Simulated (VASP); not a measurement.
A run of VASP 6.6.1:

INCAR

```
SYSTEM = Be2C
  ALGO = Normal
  EDIFF = 1E-6
  ENCUT = 600
  GGA = RP
  GGA_COMPAT = .FALSE.
  ISIF = 2
  ISMEAR = 0
  LASPH = .TRUE.
  LCHARG = .FALSE.
  LREAL = .FALSE.
  LWAVE = .FALSE.
  NBANDS = 11
  NELM = 120
  PREC = Accurate
  SIGMA = 0.01
```

KPOINTS

```
k-points
0
G
  8 8 8
  0 0 0
```

POSCAR

```
Be2C
1.0
    0.0000000000      2.1793572136      2.1793572136
    2.1793572136      0.0000000000      2.1793572136
    2.1793572136      2.1793572136      0.0000000000
Be C
2 1
Direct
    0.2500000000      0.2500000000      0.2500000000
    0.7500000000      0.7500000000      0.7500000000
    0.0000000000      0.0000000000      0.0000000000
```

Potentials or basis: VASP PAW PBE potentials, release 64 (Be, C).

Run with:

```console
$ cat potpaw_PBE.64/Be/POTCAR potpaw_PBE.64/C/POTCAR > POTCAR
$ mpirun -np 1 vasp_std > vasp.out
```

Hardware: 1 thread of Intel Xeon 8259CL, on a shared host.

Q: How long does it take, and how much memory?

A: Run time: 7.8 s on 1 thread of Intel Xeon 8259CL, on a shared host, peak memory 0.15 GiB. Counts: scf iterations 12, k points 29.
